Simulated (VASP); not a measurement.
Mo, 2 atoms in the cell. Symmetry: Fd-3m, No. 227, cubic system. The conventional cell has a = 5.869 Å, b = 5.869 Å, c = 5.869 Å, α = 90.00°, β = 90.00°, γ = 90.00°. Mo (site symmetry -43m) has 4 Mo at 2.54 Å within 3.4 Å. This isn't the form of Mo at room conditions, which is bcc.

| Item | Value |
| --- | --- |
| Program | VASP 6.6.1 |
| Task | single point |
| Functional | r2SCAN |
| Potentials or basis | VASP PAW PBE potentials, release 64 (Mo_sv) |
| Cutoff | 520 eV |
| k mesh | 11 × 11 × 11 |
| Occupations | fermi-dirac, width 0.1 eV |
| Spin | no spin polarisation |
| Dipole correction | no |
| Further INCAR settings | ALGO = Normal; EDIFF = 1e-07; NBANDS = 21 |

Potentials or basis: VASP PAW PBE potentials, release 64 (Mo_sv).

Launch:

```console
$ cat potpaw_PBE.64/Mo_sv/POTCAR > POTCAR
$ cp INCAR.step1 INCAR
$ mpirun -np 1 vasp_std > vasp.out
$ cp INCAR.step2 INCAR
$ mpirun -np 1 vasp_std > vasp.out
```

Hardware: 1 thread of Intel(R) Xeon(R) 6975P-C (Granite Rapids) (shared host).

Task: How long does it take, and how much memory?

Result: Wall time 86 s on 1 thread of Intel(R) Xeon(R) 6975P-C (Granite Rapids), on a shared host, peak memory 0.2 GiB. Counts: k points 56.
